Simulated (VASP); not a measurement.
**Bi: single point with LDA**

Crystal: Bi.

```
CELL_PARAMETERS angstrom
2.24692 1.29726 3.82154
-2.24692 1.29726 3.82154
0.00000 -2.59453 3.82154
ATOMIC_POSITIONS crystal
Bi 0.23803 0.23803 0.23803
Bi 0.76197 0.76197 0.76197
```

```yaml
Program: VASP 6.6.1
Task: single point
Functional: LDA
Potentials_or_basis: VASP PAW LDA potentials, release 64 (Bi_d)
Cutoff: 520 eV
k_mesh: 12 × 12 × 12
Occupations: fermi-dirac, width 0.15 eV
Spin: no spin polarisation
```

* Pressure: 0.1 GPa
* Largest force: 0.019 eV/Å
* Band gap on the k mesh: zero (bands 15 and 16 overlap by 0.21 eV)

Forces on the atoms (eV/Å):
```
Bi   0.000  0.000  0.019
Bi   0.000  0.000 -0.019
```

Levels at points of the mesh, in eV from the Fermi level:
```
           k point  band 13  band 14  band 15  band 16  band 17  band 18
(0.00, 0.00, 0.00)    -1.59    -1.36    -1.36     2.81     3.06     3.06
(0.50, 0.00, 0.00)    -1.12    -1.03    -0.33    -0.28     0.27     0.64
(0.50, 0.50, 0.00)    -5.09    -3.28    -3.16     2.42     5.12     5.41
(0.50, 0.50, 0.50)    -0.84    -0.58    -0.58     0.38     0.38     0.49
```

Run time: 4.5 min on 1 thread of Intel(R) Xeon(R) Platinum 8488C (Sapphire Rapids) (shared host), peak memory 0.33 GiB.

Caveat: spin-orbit coupling is left out, which moves the levels of the heavy elements.
